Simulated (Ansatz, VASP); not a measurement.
**RbBr in VASP and in Ansatz**

```
Rb Br
1.0
     6.04782    0.00000    0.00000
    -3.02391    5.23757    0.00000
     0.00000    0.00000    7.09341
Rb Br
2 2
Direct
  0.33333 0.66667 0.93751
  0.66667 0.33333 0.43751
  0.33333 0.66667 0.43749
  0.66667 0.33333 0.93749
```

Alike in both runs: task single point; functional PBE; k mesh 6 × 6 × 4; no spin polarisation.

|  | VASP | Ansatz |
| --- | --- | --- |
| version | VASP 6.6.1 | Ansatz 0.2.0 |
| potentials or method | VASP PAW PBE potentials, release 64 (Rb_sv, Br) | plane waves, PAW |
| plane-wave cutoff (eV) | 520 | 420 |
| occupations | gaussian, width 0.01 eV | fixed |
| valence electrons in the cell | 32 | 32 |

|  | VASP | Ansatz | Ansatz less VASP |
| --- | --- | --- | --- |
| gap on the k mesh at the Fermi level (eV) | 3.94 | 3.94 | +0.002 |
| pressure (GPa) | -0.4 | -0.5 | 0.00 |
| traceless stress, the component that is largest in VASP (GPa) | -0.08 | -0.08 | -0.001 |

Ansatz's warnings: structure snapped to symmetry.
